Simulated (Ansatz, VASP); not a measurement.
# InSb: VASP beside Ansatz

The input INCAR:

```
SYSTEM = InSb
PREC = Accurate
ENCUT = 520
EDIFF = 1E-6
ISMEAR = 0
SIGMA = 0.15
LREAL = .False.
LASPH = .True.
NELM = 60
ALGO = Normal
ISIF = 2
LWAVE = .False.
LCHARG = .True.
GGA = PS
LELF = .True.
LVHAR = .True.
NBANDS = 16
```

KPOINTS

```
regular mesh
0
Gamma
  14 14 14
  0 0 0
```

The input POSCAR:

```
InSb
1.0
    0.0000000000      2.8659654602      3.4380121661
    2.8659654602      0.0000000000      3.4380121661
    2.8659654602      2.8659654602      0.0000000000
In Sb
1 1
Direct
    0.0000000000      0.0000000000      0.0000000000
    0.5000000000      0.5000000000      0.5000000000
```

Input for Ansatz:

```yaml
crystal:
  lattice:
    - [0.0, 2.8659654602, 3.4380121661]
    - [2.8659654602, 0.0, 3.4380121661]
    - [2.8659654602, 2.8659654602, 0.0]
  atoms:
    - { symbol: In, position: [0.0, 0.0, 0.0] }
    - { symbol: Sb, position: [0.5, 0.5, 0.5] }
basis:
  ecutwfc: 420
kpoints:
  mp_grid: { grid: [14, 14, 14] }
hamiltonian:
  xc: pbesol
  pseudopotentials: { kind: paw, azcp: { folder: soft_1 } }
scf:
  occupations: { method: gaussian, width: 0.15 }
output:
  forces: true
  stress: true
  eigenvalues: true
```

Alike in both runs: task single point; functional PBEsol; k mesh 14 × 14 × 14; occupations gaussian, width 0.15 eV; no spin polarisation.

|  | VASP | Ansatz |
| --- | --- | --- |
| version | VASP 6.6.1 | Ansatz 0.2.0 |
| potentials or method | VASP PAW PBE potentials, release 64 (In_d, Sb), cutoff 520 eV | scalar-relativistic, plane waves, PAW |
| valence electrons in the cell | 18 | 28 |

VASP gave:

```
gap on the k mesh at the Fermi level (eV)                     : none
pressure (GPa)                                                : 2.0
traceless stress, the component that is largest in VASP (GPa) : -8.08
```

Q: Which values does Ansatz return?

A: gap on the k mesh at the Fermi level (eV): none; pressure (GPa): 2.0; traceless stress, the component that is largest in VASP (GPa): -8.05.

VASP's potentials were made for PBE, not for PBEsol, and Ansatz warns of the same on its side. A gap of «none» marks a metal or a gap that the smearing closes. VASP's potentials hold 18 valence electrons a cell and Ansatz's 28, so a difference there can come from the potentials and not from the codes.

Neither program's run includes spin-orbit coupling.
